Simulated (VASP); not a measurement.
# Al (P6_3/mmc) in VASP: notebook

Runs on Al. Level: PBE+D3(BJ). Tasks: single point.

Program: VASP 6.6.1. These are calculated values, not measurements. Logs are shortened: lines on timing, memory, paths and dates and some standing lists are left out, and cuts for length are marked.

**1. The cell of the first run**

It takes space group P6_3/mmc (No. 194, hexagonal). The conventional cell has a = 2.893 Å, b = 2.893 Å, c = 7.644 Å, α = 90.00°, β = 90.00°, γ = 120.00°. Within 3.3 Å of Al (site symmetry -3m) lie 12 Al at 2.54 to 2.89 Å. Within 3.3 Å of Al (site symmetry -6m2) lie 12 Al at 2.54 to 2.89 Å.

**2. Single point, PBE+D3(BJ)**

INCAR

```
SYSTEM = Al
PREC = Accurate
ENCUT = 520
EDIFF = 1E-7
ISMEAR = 0
SIGMA = 0.15
LREAL = .False.
LASPH = .True.
NELM = 60
ALGO = Normal
ISIF = 2
LWAVE = .False.
LCHARG = .True.
GGA = PE
IVDW = 12
LELF = .True.
LVHAR = .True.
NBANDS = 14
```

KPOINTS

```
regular mesh
0
Gamma
  18 18 4
  0 0 0
```

POSCAR

```
Al
1.0
    2.8932000000      0.0000000000      0.0000000000
   -1.4466000000      2.5055846982      0.0000000000
    0.0000000000      0.0000000000      7.6442000000
Al
4
Direct
    0.0000000000      0.0000000000      0.0000000000
    0.3333333333      0.6666666667      0.2500000000
    0.0000000000      0.0000000000      0.5000000000
    0.6666666667      0.3333333333      0.7500000000
```

Potentials or basis: VASP PAW PBE potentials, release 64 (Al).

Started as:

```bash
cat potpaw_PBE.64/Al/POTCAR > POTCAR
mpirun -np 1 vasp_std > vasp.out
```

OUTCAR:

```text
SYSTEM = Al
   PREC = Accurate
   ENCUT = 520
   EDIFF = 1E-7
   ISMEAR = 0
   LREAL = .False.
   LASPH = .True.
   NELM = 60
   ISIF = 2
   GGA = PE
   IVDW = 12
 IVDW          = 12

 ion  position               nearest neighbor table
   1  0.000  0.000  0.000-   2 2.54   4 2.54   2 2.54   4 2.54   4 2.54   2 2.54
   2  0.333  0.667  0.250-   1 2.54   3 2.54   1 2.54   3 2.54   1 2.54   3 2.54
   3  0.000  0.000  0.500-   2 2.54   4 2.54   2 2.54   4 2.54   4 2.54   2 2.54
   4  0.667  0.333  0.750-   1 2.54   3 2.54   1 2.54   3 2.54   1 2.54   3 2.54

  LATTYP: Found a hexagonal cell.
 ALAT       =     2.8932000000
 C/A-ratio  =     2.6421263653

  Lattice vectors:

 A1 = (   2.8932000000,   0.0000000000,   0.0000000000)
 A2 = (  -1.4466000000,   2.5055846982,   0.0000000000)
 A3 = (   0.0000000000,   0.0000000000,   7.6442000000)

Analysis of symmetry for initial positions (statically):
=====================================================================
 Subroutine PRICEL returns:
 Original cell was already a primitive cell.

 Routine SETGRP: Setting up the symmetry group for a
 hexagonal supercell.

 Subroutine GETGRP returns: Found 24 space group operations
 (whereof 12 operations were pure point group operations)
 out of a pool of 24 trial point group operations.

The static configuration has the point symmetry D_3d.
 The point group associated with its full space group is D_6h.

Analysis of symmetry for dynamics (positions and initial velocities):
=====================================================================
 Subroutine PRICEL returns:
 Original cell was already a primitive cell.

 Routine SETGRP: Setting up the symmetry group for a
 hexagonal supercell.

 Subroutine GETGRP returns: Found 24 space group operations
 (whereof 12 operations were pure point group operations)
 out of a pool of 24 trial point group operations.

The dynamic configuration has the point symmetry D_3d.
 The point group associated with its full space group is D_6h.

 Subroutine INISYM returns: Found 24 space group operations
 (whereof 12 operations are pure point group operations),
 and found     1 'primitive' translations

----------------------------------------------------------------------------------------

                                     Primitive cell

  volume of cell :      55.4140

  direct lattice vectors                    reciprocal lattice vectors
     2.893200000  0.000000000  0.000000000     0.345638048  0.199554220  0.000000000
    -1.446600000  2.505584698  0.000000000     0.000000000  0.399108440  0.000000000
     0.000000000  0.000000000  7.644200000     0.000000000  0.000000000  0.130818137

  length of vectors
     2.893200000  2.893200000  7.644200000     0.399108440  0.399108440  0.130818137

  position of ions in fractional coordinates (direct lattice)
     0.000000000  0.000000000  0.000000000
     0.333333333  0.666666667  0.250000000
     0.000000000  0.000000000  0.500000000
     0.666666667  0.333333333  0.750000000

  ion indices of the primitive-cell ions
   primitive index   ion index
                 1           1
                 2           2
                 3           3
                 4           4

----------------------------------------------------------------------------------------

 KPOINTS: regular mesh

Automatic generation of k-mesh.
 Grid dimensions read from file:
 generate k-points for:   18   18    4

 Generating k-lattice:

  Cartesian coordinates                     Fractional coordinates (reciprocal lattice)
     0.019202114  0.011086346  0.000000000     0.055555556  0.000000000  0.000000000
     0.000000000  0.022172691  0.000000000     0.000000000  0.055555556  0.000000000
     0.000000000  0.000000000  0.032704534     0.000000000  0.000000000  0.250000000

  Length of vectors
     0.022172691  0.022172691  0.032704534

  Shift w.r.t. Gamma in fractional coordinates (k-lattice)
     0.000000000  0.000000000  0.000000000

 Subroutine IBZKPT returns following result:
 ===========================================

 Found    111 irreducible k-points:

 Following reciprocal coordinates:
            Coordinates               Weight
  0.000000  0.000000  0.000000      1.000000
  0.055556  0.000000  0.000000      6.000000
  0.111111  0.000000  0.000000      6.000000
  0.166667  0.000000  0.000000      6.000000
  0.222222  0.000000  0.000000      6.000000
  0.277778  0.000000  0.000000      6.000000
[... 16 lines left out ...]
  0.333333  0.111111  0.000000     12.000000
  0.388889  0.111111  0.000000     12.000000
 [... further k-points ...]
   k-points           NKPTS =    111   k-points in BZ     NKDIM =    111   number of bands    NBANDS=     14
   number of dos      NEDOS =    301   number of ions     NIONS =      4
   total plane-waves  NPLWV =  34560
   dimension x,y,z NGX =    24 NGY =   24 NGZ =   60
   dimension x,y,z NGXF=    48 NGYF=   48 NGZF=  120
   ions per type =               4
   NGX,Y,Z   is equivalent  to a cutoff of  13.79, 13.79, 13.05 a.u.
   NGXF,Y,Z  is equivalent  to a cutoff of  27.58, 27.58, 26.10 a.u.
 SYSTEM =  Al
   PREC   = accura    normal or accurate (medium, high low for compatibility)
   ISTART =      0    job   : 0-new  1-cont  2-samecut
   ICHARG =      2    charge: 1-file 2-atom 10-const
   ISPIN  =      1    spin polarized calculation?
   LNONCOLLINEAR =      F non collinear calculations
   LSORBIT =      F    spin-orbit coupling
   LASPH  =      T    aspherical Exc in radial PAW
   ENCUT  =  520.0 eV  38.22 Ry    6.18 a.u.   5.38  5.38 14.21*2*pi/ulx,y,z
   NELM   =     60;   NELMIN=  2; NELMDL= -5     # of ELM steps
   EDIFF  = 0.1E-06   stopping-criterion for ELM
   LREAL  =      F    real-space projection
   EDIFFG = 0.1E-05   stopping-criterion for IOM
   NSW    =      0    number of steps for IOM
   IBRION =     -1    ionic relax: 0-MD 1-quasi-New 2-CG
   NFREE  =      0    steps in history (QN), initial steepest desc. (CG)
   ISIF   =      2    stress and relaxation
   ISYM   =      2    0-nonsym 1-usesym 2-fastsym
   POTIM  = 0.5000    time-step for ionic-motion
   TEBEG  =    0.0;   TEEND  =   0.0 temperature during run
   PSTRESS=    0.0 pullay stress
   NELECT =      12.0000    total number of electrons
   NUPDOWN=      -1.0000    fix difference up-down
   EMIN   =  10.00;   EMAX   =-10.00  energy-range for DOS
   EFERMI =   0.00;   METHOD = LEGACY
   ISMEAR =     0;   SIGMA  =   0.15  broadening in eV -4-tet -1-fermi 0-gaus
   EFERMI_NEDOS =   21; number of points for ismear=-14 and -15
   IALGO  =     38    algorithm
   IMIX   =      4    mixing-type and parameters
     AMIX     =   0.40;   BMIX     =  1.00
     AMIX_MAG =   1.60;   BMIX_MAG =  1.00
  volume/ion in A,a.u.               =      13.85        93.49
  Fermi-wavevector in a.u.,A,eV,Ry     =   0.983095  1.857780 13.149695  0.966475
  Thomas-Fermi vector in A             =   2.114227
   LORBIT       =      0    0 simple, 1 ext, 2 COOP (PROOUT), +10 PAW based schemes
   GGA     = PE    functional components
   LHFCALC =     F    Hartree Fock is set to
   AEXX    =    0.0000 exact exchange contribution
   IVDW    =    12    specifies the selected vdW correction
   LEPSILON=     F    determine dielectric tensor
   LRPA    =     F    only Hartree local field effects (RPA)
 non-spin polarized calculation
 Gauss-broadening in eV      SIGMA  =   0.15
  energy-cutoff  :      520.00
  volume of cell :       55.41
 maximum number of plane-waves:      1540
 NGX is ok and might be reduce to    24
   NGX = 11   NGY = 11   NGZ = 29

 number of electron      12.0000000 magnetization

 Free energy of the ion-electron system (eV)
  ---------------------------------------------------
  ext. energy  EPLUGINS =         0.00000000
  ---------------------------------------------------
  free energy    TOTEN  =       -13.57751939 eV

  energy without entropy =      -13.55996047  energy(sigma->0) =      -13.56873993

 E-fermi :   9.9295     XC(G=0): -10.8323

 val. band max:        9.9247183711   @ k =   0.3333   0.1667   0.5000
 cond. band min:       9.9383768833   @ k =   0.0000   0.0000   0.2500
 fundamental gap:      0.0136585122
 Fermi energy:         9.9294853909

 k-point     1 :       0.0000    0.0000    0.0000
  band No.  band energies     occupation
      1      -2.4658      2.00000
      2       0.0261      2.00000
      3       0.0356      2.00000
      4       6.4256      2.00000
      5       8.1964      2.00000
      6      18.2118      0.00000
      7      18.4920      0.00000
      8      18.4920      0.00000
      9      18.5306      0.00000
     10      18.8317      0.00000
     11      18.8317      0.00000
     12      20.1306      0.00000
     13      20.1306      0.00000
     14      20.4715      0.00000

 k-point     2 :       0.0556    0.0000    0.0000
  band No.  band energies     occupation
      1      -2.3932      2.00000
      2       0.0969      2.00000
      3       0.1067      2.00000
      4       6.4894      2.00000
      5       8.2606      2.00000
      6      16.9686      0.00000
      7      17.6100      0.00000
      8      18.1422      0.00000
      9      18.4093      0.00000
     10      19.0486      0.00000
     11      19.2878      0.00000
     12      19.4363      0.00000
     13      19.5406      0.00000
     14      19.6807      0.00000

 k-point     3 :       0.1111    0.0000    0.0000
  band No.  band energies     occupation
      1      -2.1756      2.00000
      2       0.3092      2.00000
      3       0.3195      2.00000
      4       6.6808      2.00000
      5       8.4488      2.00000
      6      15.0750      0.00000
      7      16.6921      0.00000
      8      17.0902      0.00000
      9      17.1314      0.00000
     10      17.8605      0.00000
     11      18.7187      0.00000
     12      18.7444      0.00000
     13      18.7824      0.00000
     14      19.8008      0.00000

 k-point     4 :       0.1667    0.0000    0.0000
  band No.  band energies     occupation
      1      -1.8139      2.00000
      2       0.6621      2.00000
      3       0.6733      2.00000
      4       6.9991      2.00000
      5       8.7424      2.00000
      6      13.1756      0.00000
      7      15.2335      0.00000
      8      15.2807      0.00000
      9      15.8933      0.00000
     10      17.2555      0.00000
     11      17.9609      0.00000
     12      17.9897      0.00000
     13      18.6005      0.00000
     14      20.0349      0.00000

 k-point     5 :       0.2222    0.0000    0.0000
  band No.  band energies     occupation
      1      -1.3094      2.00000
      2       1.1541      2.00000
      3       1.1670      2.00000
      4       7.4429      2.00000
      5       9.0586      2.00000
      6      11.4321      0.00000
      7      13.4042      0.00000
      8      13.4647      0.00000
      9      15.2178      0.00000
     10      16.6271      0.00000
     11      17.2997      0.00000
[... 276 lines left out ...]
 k-point    22 :       0.2778    0.1111    0.0000
  band No.  band energies     occupation
      1       0.3336      2.00000
      2       2.7514      2.00000
      3       2.7732      2.00000
      4       7.6822      2.00000
      5       8.8216      2.00000
      6       9.9817      0.62278
      7      10.2862      0.00077
      8      10.7586      0.00000
      9      12.1077      0.00000
     10      13.7537      0.00000
     11      14.0597      0.00000
     12      16.0731      0.00000
     13      17.9014      0.00000
     14      19.4874      0.00000

 k-point    23 :       0.3333    0.1111    0.0000
  band No.  band energies     occupation
      1       1.2521      2.00000
      2       3.6358      2.00000
      3       3.6682      2.00000
      4       6.2005      2.00000
      5       8.5084      2.00000
      6       8.6120      2.00000
      7       9.9094      1.14990
      8      10.7092      0.00000
      9      12.3534      0.00000
     10      13.3627      0.00000
     11      13.8276      0.00000
     12      14.6809      0.00000
     13      16.8399      0.00000
     14      19.0390      0.00000

 k-point    24 :       0.3889    0.1111    0.0000
  band No.  band energies     occupation
      1       2.3017      2.00000
      2       4.6145      2.00000
      3       4.6790      2.00000
      4       4.7937      2.00000
      5       7.2014      2.00000
      6       7.2783      2.00000
      7      10.6480      0.00000
      8      10.7734      0.00000
      9      12.7293      0.00000
     10      12.8206      0.00000
     11      13.7020      0.00000
     12      13.9891      0.00000
     13      15.7220      0.00000
     14      18.7737      0.00000

 [... further k-points ...]

------------------------ aborting loop because EDIFF is reached ----------------------------------------

 Edisp (eV)   -1.61502

 E8    (eV) :    -0.7245

  FORCE on cell =-STRESS in cart. coord.  units (eV):
  Direction    XX          YY          ZZ          XY          YZ          ZX
  --------------------------------------------------------------------------------------
  -------------------------------------------------------------------------------------
  Total       4.69695     4.69695    13.59668     0.00000    -0.00000     0.00000
  in kB     135.80217   135.80217   393.11886     0.00000    -0.00000     0.00000
  external pressure =      221.57 kB  Pullay stress =        0.00 kB

 VOLUME and BASIS-vectors are now :
 -----------------------------------------------------------------------------
  energy-cutoff  :      520.00
  volume of cell :       55.41
      direct lattice vectors                 reciprocal lattice vectors
     2.893200000  0.000000000  0.000000000     0.345638048  0.199554220  0.000000000
    -1.446600000  2.505584698  0.000000000     0.000000000  0.399108440  0.000000000
     0.000000000  0.000000000  7.644200000     0.000000000  0.000000000  0.130818137

 POSITION                                       TOTAL-FORCE (eV/Angst)
 -----------------------------------------------------------------------------------
      0.00000      0.00000      0.00000        -0.000000      0.000000      0.000000
     -0.00000      1.67039      1.91105        -0.000000      0.000000     -0.000000
      0.00000      0.00000      3.82210        -0.000000      0.000000      0.000000
      1.44660      0.83519      5.73315         0.000000     -0.000000      0.000000
 -----------------------------------------------------------------------------------
    total drift:                               -0.000000      0.000000      0.000000

  FREE ENERGIE OF THE ION-ELECTRON SYSTEM (eV)
  ---------------------------------------------------
  free  energy   TOTEN  =       -15.1925413616 eV

  energy  without entropy=      -15.1749824354  energy(sigma->0) =      -15.18376190
```

Run time: 59 s. Hardware: 1 thread of Intel Xeon Platinum 8259CL at 2.50GHz (Skylake/Cascade Lake), shared host; peak memory 0.21 GiB.

What came out:

| Property | Result |
| --- | --- |
| Free energy | -15.1925 eV |
| Pressure | 22.2 GPa |
| Band gap on the k mesh | zero (band 6 reaches 18.21 eV, above the bottom of band 7 at 7.74 eV) |
| Dispersion energy per atom | -0.404 eV |

Stress tensor (GPa, compression positive):
```
13.58  0.00  0.00
 0.00 13.58  0.00
 0.00  0.00 39.31
```

Levels at points of the mesh, in eV from the Fermi level:
```csv
k point,band 2,band 3,band 4,band 5,band 6,band 7,band 8,band 9,band 10,band 11
"(0.00, 0.00, 0.00)",-9.90,-9.89,-3.50,-1.73,8.28,8.56,8.56,8.60,8.90,8.90
"(0.50, 0.00, 0.00)",-6.55,-4.76,-4.58,-3.92,-3.72,1.56,1.97,3.12,3.76,3.82
"(0.00, 0.00, 0.50)",-11.77,-6.87,-6.87,2.62,2.62,9.01,9.01,9.01,9.01,9.49
"(0.50, 0.00, 0.50)",-6.16,-5.96,-5.96,-1.72,-1.72,-0.88,-0.88,4.28,4.28,5.18
```

Caveat: pairwise dispersion overbinds metals, which lowers pressure and volume.

**3. Single point, PBE+D3(BJ)**

This run uses another cell than the first one, of 13.92 Å³/atom, 1.005 times its volume.

INCAR

```
SYSTEM = Al
  PREC = Accurate
  ENCUT = 520
  EDIFF = 1E-6
  ISMEAR = 0
  SIGMA = 0.15
  LREAL = .FALSE.
  LASPH = .TRUE.
  NELM = 60
  ALGO = Normal
  ISIF = 2
  LWAVE = .FALSE.
  LCHARG = .TRUE.
  GGA = PE
  IVDW = 12
  LELF = .TRUE.
  LVHAR = .TRUE.
  NBANDS = 14
```

KPOINTS

```
regular mesh
0
G
  18 18 4
  0 0 0
```

POSCAR

```
Al
1.0
    2.6962000000      0.0000000000      0.0000000000
   -1.3481000000      2.3349776937      0.0000000000
    0.0000000000      0.0000000000      8.8418000000
Al
4
Direct
    0.0000000000      0.0000000000      0.0000000000
    0.3333333333      0.6666666667      0.2500000000
    0.0000000000      0.0000000000      0.5000000000
    0.6666666667      0.3333333333      0.7500000000
```

Potentials or basis: VASP PAW PBE potentials, release 64 (Al).

Started as:

```bash
cat potpaw_PBE.64/Al/POTCAR > POTCAR
mpirun -np 1 vasp_std > vasp.out
```

It took 59 s on 1 thread of Intel Xeon Platinum 8259CL at 2.50GHz (Skylake/Cascade Lake), shared host; peak memory 0.21 GiB.

The run converged. Its results:

* Free energy: -15.9966 eV
* Pressure: 14.8 GPa
* Band gap on the k mesh: zero (band 6 reaches 14.07 eV, above the bottom of band 7 at 8.24 eV)
* Dispersion energy per atom: -0.402 eV

Stress tensor (GPa, compression positive):
```
14.78  0.00  0.00
 0.00 14.78  0.00
 0.00  0.00 14.98
```

Levels at points of the mesh, in eV from the Fermi level:
```csv
k point,band 2,band 3,band 4,band 5,band 6,band 7,band 8,band 9,band 10,band 11
"(0.00, 0.00, 0.00)",-10.46,-10.45,-5.28,-4.65,3.74,3.75,12.07,12.07,12.12,12.12
"(0.50, 0.00, 0.00)",-5.75,-4.39,-4.36,-3.48,-3.46,0.80,1.14,1.67,2.01,6.55
"(0.00, 0.00, 0.50)",-11.86,-8.15,-8.15,-0.97,-0.97,9.06,9.06,12.30,12.30,12.31
"(0.50, 0.00, 0.50)",-5.41,-5.23,-5.23,-2.01,-2.01,-1.27,-1.27,4.94,4.94,5.17
```

Caveat: pairwise dispersion overbinds metals, which lowers pressure and volume.
